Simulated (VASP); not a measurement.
# AlNi3 (Pm-3m) in VASP: single point with PBEsol

Aim: the single point of AlNi3 with PBEsol.

All numbers are computed with VASP 6.6.1; they aren't measurements. Logs are shortened: lines on timing, memory, paths and dates and some standing lists are left out, and cuts for length are marked.

### Step 1. The cell of the first run

The structure is cubic, space group Pm-3m (No. 221). The conventional cell has a = 3.523 Å, b = 3.523 Å, c = 3.523 Å, α = 90.00°, β = 90.00°, γ = 90.00°. Within 3.3 Å of Al (site symmetry m-3m) lie 12 Ni at 2.49 Å. Ni (site symmetry 4/mmm) has 4 Al at 2.49 Å and 8 Ni at 2.49 Å within 3.3 Å.

### Step 2. Single point, PBEsol, collinear spin, ferromagnetic start

File INCAR:

```
PREC = Accurate
ENCUT = 520
EDIFF = 1E-6
ISMEAR = -1
SIGMA = 0.1
LREAL = F
LASPH = T
NELM = 150
ALGO = Normal
ISIF = 2
LWAVE = F
LCHARG = F
ISPIN = 2
MAGMOM = 0 2 2 2
LORBIT = 11
LMAXMIX = 4
GGA = PS
NBANDS = 28
```

File KPOINTS:

```
regular mesh
0
Gamma
  6 6 6
```

File POSCAR:

```
AlNi3
1.0
    3.5230550000      0.0000000000      0.0000000000
    0.0000000000      3.5230550000      0.0000000000
    0.0000000000      0.0000000000      3.5230550000
Al Ni
1 3
Direct
    0.0000000000      0.0000000000      0.0000000000
    0.0000000000      0.5000000000      0.5000000000
    0.5000000000      0.0000000000      0.5000000000
    0.5000000000      0.5000000000      0.0000000000
```

Potentials or basis: VASP PAW PBE potentials, release 64 (Al, Ni).

The run is started by

```console
cat potpaw_PBE.64/Al/POTCAR potpaw_PBE.64/Ni/POTCAR > POTCAR
mpirun -np 1 vasp_std > vasp.out
```

OUTCAR:

```text
PREC = Accurate
   ENCUT = 520
   EDIFF = 1E-6
   ISMEAR = -1
   LREAL = F
   LASPH = T
   NELM = 150
   ISIF = 2
   ISPIN = 2
   LORBIT = 11
   GGA = PS

 ion  position               nearest neighbor table
   1  0.000  0.000  0.000-   2 2.49   3 2.49   4 2.49   2 2.49   3 2.49   2 2.49   4 2.49   2 2.49
                             3 2.49   4 2.49   3 2.49   4 2.49
   2  0.000  0.500  0.500-   1 2.49   3 2.49   4 2.49   1 2.49   4 2.49   1 2.49   3 2.49   1 2.49
                             3 2.49   4 2.49   4 2.49   3 2.49
   3  0.500  0.000  0.500-   1 2.49   2 2.49   4 2.49   1 2.49   4 2.49   2 2.49   4 2.49   4 2.49
                             1 2.49   2 2.49   1 2.49   2 2.49
   4  0.500  0.500  0.000-   1 2.49   2 2.49   3 2.49   2 2.49   3 2.49   1 2.49   3 2.49   3 2.49
                             1 2.49   2 2.49   2 2.49   1 2.49

  LATTYP: Found a simple cubic cell.
 ALAT       =     3.5230550000

  Lattice vectors:

 A1 = (   3.5230550000,   0.0000000000,   0.0000000000)
 A2 = (   0.0000000000,   3.5230550000,   0.0000000000)
 A3 = (   0.0000000000,   0.0000000000,   3.5230550000)

Analysis of symmetry for initial positions (statically):
=====================================================================
 Subroutine PRICEL returns:
 Original cell was already a primitive cell.

 Routine SETGRP: Setting up the symmetry group for a
 simple cubic supercell.

 Subroutine GETGRP returns: Found 48 space group operations
 (whereof 48 operations were pure point group operations)
 out of a pool of 48 trial point group operations.

The static configuration has the point symmetry O_h .

Analysis of symmetry for dynamics (positions and initial velocities):
=====================================================================
 Subroutine PRICEL returns:
 Original cell was already a primitive cell.

 Routine SETGRP: Setting up the symmetry group for a
 simple cubic supercell.

 Subroutine GETGRP returns: Found 48 space group operations
 (whereof 48 operations were pure point group operations)
 out of a pool of 48 trial point group operations.

The dynamic configuration has the point symmetry O_h .

Analysis of structural, dynamic, and magnetic symmetry:
=====================================================================
 Subroutine PRICEL returns:
 Original cell was already a primitive cell.

 Routine SETGRP: Setting up the symmetry group for a
 simple cubic supercell.

 Subroutine GETGRP returns: Found 48 space group operations
[... 128 lines left out ...]
   LHFCALC =     F    Hartree Fock is set to
   AEXX    =    0.0000 exact exchange contribution
   IVDW    =     0    specifies the selected vdW correction
   LEPSILON=     F    determine dielectric tensor
   LRPA    =     F    only Hartree local field effects (RPA)
 spin polarized calculation
  energy-cutoff  :      520.00
  volume of cell :       43.73
 maximum number of plane-waves:      1208
 NGX is ok and might be reduce to    28
   NGX = 13   NGY = 13   NGZ = 13

 number of electron      32.9999981 magnetization       0.0038086

 number of electron      32.9999981 magnetization      -0.0039512

 Free energy of the ion-electron system (eV)
  ---------------------------------------------------
  ext. energy  EPLUGINS =         0.00000000
  ---------------------------------------------------
  free energy    TOTEN  =       -24.35913542 eV

  energy without entropy =      -24.21615895  energy(sigma->0) =      -24.28764718

 E-fermi :   9.7577     XC(G=0): -13.0033

 val. band max:        9.7372366940   @ k =   0.3333   0.3333   0.3333
 cond. band min:       9.7613834005   @ k =   0.1667   0.1667   0.0000
 fundamental gap:      0.0241467065
 Fermi energy:         9.7577287415

 spin component 1

 k-point     1 :       0.0000    0.0000    0.0000
  band No.  band energies     occupation
      1      -0.4179      1.00000
      2       5.3330      1.00000
      3       6.0473      1.00000
      4       6.0473      1.00000
      5       6.4770      1.00000
      6       6.4770      1.00000
[... 609 lines left out ...]
     27      30.0363      0.00000
     28      30.0363      0.00000
 Fermi energy:         9.7577287415

 spin component 2

 k-point     1 :       0.0000    0.0000    0.0000
  band No.  band energies     occupation
      1      -0.4177      1.00000
      2       5.3325      1.00000
      3       6.0464      1.00000
      4       6.0464      1.00000
      5       6.4755      1.00000
      6       6.4755      1.00000
[... 609 lines left out ...]
     27      30.0365      0.00000
     28      30.0365      0.00000

------------------------ aborting loop because EDIFF is reached ----------------------------------------

  FORCE on cell =-STRESS in cart. coord.  units (eV):
  Direction    XX          YY          ZZ          XY          YZ          ZX
  --------------------------------------------------------------------------------------
  -------------------------------------------------------------------------------------
  Total       -0.1314654     -0.1314654     -0.1314654     -0.0000000     -0.0000000      0.0000000
  in kB       -4.8168567     -4.8168567     -4.8168567     -0.0000000     -0.0000000      0.0000000
  external PRESSURE =      -4.8168567 kB  Pullay stress =       0.0000000 kB

 VOLUME and BASIS-vectors are now :
 -----------------------------------------------------------------------------
  energy-cutoff  :      520.00
  volume of cell :       43.73
      direct lattice vectors                 reciprocal lattice vectors
     3.523055000  0.000000000  0.000000000     0.283844561  0.000000000  0.000000000
     0.000000000  3.523055000  0.000000000     0.000000000  0.283844561  0.000000000
     0.000000000  0.000000000  3.523055000     0.000000000  0.000000000  0.283844561

 POSITION                                       TOTAL-FORCE (eV/Angst)
 -----------------------------------------------------------------------------------
      0.00000      0.00000      0.00000         0.000000      0.000000      0.000000
      0.00000      1.76153      1.76153         0.000000      0.000000      0.000000
      1.76153      0.00000      1.76153         0.000000      0.000000      0.000000
      1.76153      1.76153      0.00000         0.000000      0.000000      0.000000
 -----------------------------------------------------------------------------------
    total drift:                                0.000000      0.000000      0.000000

  FREE ENERGIE OF THE ION-ELECTRON SYSTEM (eV)
  ---------------------------------------------------
  free  energy   TOTEN  =       -24.3591354224 eV

  energy  without entropy=      -24.2161589456  energy(sigma->0) =      -24.28764718

 total charge

# of ion       s       p       d       tot
------------------------------------------
    1        0.410   0.405   0.000   0.814
    2        0.510   0.549   8.397   9.456
    3        0.510   0.549   8.397   9.456
    4        0.510   0.549   8.397   9.456
--------------------------------------------------
tot          1.941   2.050  25.192  29.183

 magnetization (x)

# of ion       s       p       d       tot
------------------------------------------
    1       -0.000   0.000   0.000   0.000
    2        0.000   0.000  -0.001  -0.001
    3        0.000   0.000  -0.001  -0.001
    4        0.000   0.000  -0.001  -0.001
--------------------------------------------------
tot          0.000   0.000  -0.004  -0.004
```

OSZICAR:

```text
N       E                     dE             d eps       ncg     rms          rms(c)
DAV:   1     0.198163913942E+03    0.19816E+03   -0.13973E+04  2272   0.152E+03
DAV:   2    -0.150781246969E+02   -0.21324E+03   -0.19816E+03  2252   0.297E+02
DAV:   3    -0.278818829528E+02   -0.12804E+02   -0.12101E+02  2492   0.904E+01
DAV:   4    -0.281091703732E+02   -0.22729E+00   -0.22694E+00  2596   0.117E+01
[... 12 lines left out ...]
DAV:  17    -0.243590928950E+02   -0.25500E-04   -0.28391E-05  2716   0.100E-01    0.234E-02
DAV:  18    -0.243591175315E+02   -0.24636E-04   -0.70218E-05  2768   0.147E-01    0.158E-02
DAV:  19    -0.243591293232E+02   -0.11792E-04   -0.92006E-05  2804   0.162E-01    0.599E-03
DAV:  20    -0.243591348177E+02   -0.54946E-05   -0.21386E-05  2992   0.505E-02    0.459E-03
DAV:  21    -0.243591354224E+02   -0.60461E-06   -0.30946E-06  1856   0.313E-02
   1 F= -.24359135E+02 E0= -.24287647E+02  d E =-.142976E+00  mag=    -0.0026
```

stdout:

```text
POSCAR found type information on POSCAR AlNi
 POSCAR found :  2 types and       4 ions
 scaLAPACK will be used
 -----------------------------------------------------------------------------
|                                                                             |
|                                                                             |
|     You enforced a specific xc type in the INCAR file but a different       |
|     I HOPE YOU KNOW WHAT YOU ARE DOING!                                     |
|                                                                             |
 -----------------------------------------------------------------------------

 LDA part: xc-table for (Slater+PW92), standard interpolation
 POSCAR, INCAR and KPOINTS ok, starting setup
 FFT: planning ... GRIDC
 FFT: planning ... GRID_SOFT
 FFT: planning ... GRID
 WAVECAR not read
 entering main loop
```

Wall time 65 s (1 thread of Intel Xeon 6975P-C, shared host); peak memory 0.19 GiB.

What came out:

```yaml
Free_energy: -24.3591 eV
Pressure: -0.5 GPa
Net_moment: 0.00 μB per cell
Valence_electrons_inside_the_program's_atomic_spheres: Al 0.81; Ni 9.46
```

Levels at points of the mesh, in eV from the Fermi level:
Spin up:
| k point | band 14 | band 15 | band 16 | band 17 | band 18 | band 19 | band 20 | band 21 |
| --- | --- | --- | --- | --- | --- | --- | --- | --- |
| (0.00, 0.00, 0.00) | 0.16 | 0.16 | 0.16 | 0.87 | 0.87 | 0.87 | 6.78 | 6.78 |
| (0.50, 0.00, 0.00) | -1.09 | -0.94 | -0.39 | 0.16 | 5.70 | 5.70 | 5.71 | 5.71 |
| (0.50, 0.50, 0.00) | -1.15 | -0.87 | -0.80 | -0.50 | 1.05 | 1.05 | 8.33 | 8.33 |
| (0.50, 0.50, 0.50) | -0.98 | -0.98 | -0.25 | -0.05 | -0.05 | -0.05 | 3.67 | 4.27 |
Spin down:
| k point | band 14 | band 15 | band 16 | band 17 | band 18 | band 19 | band 20 | band 21 |
| --- | --- | --- | --- | --- | --- | --- | --- | --- |
| (0.00, 0.00, 0.00) | 0.16 | 0.16 | 0.16 | 0.87 | 0.87 | 0.87 | 6.78 | 6.78 |
| (0.50, 0.00, 0.00) | -1.09 | -0.94 | -0.39 | 0.16 | 5.70 | 5.70 | 5.71 | 5.71 |
| (0.50, 0.50, 0.00) | -1.15 | -0.87 | -0.80 | -0.50 | 1.04 | 1.04 | 8.33 | 8.33 |
| (0.50, 0.50, 0.50) | -0.98 | -0.98 | -0.25 | -0.05 | -0.05 | -0.05 | 3.67 | 4.27 |

Caveat: the starting moments collapsed, and a magnetic state may lie lower; the PAW data sets were made with another functional, which shifts forces and pressure a little.
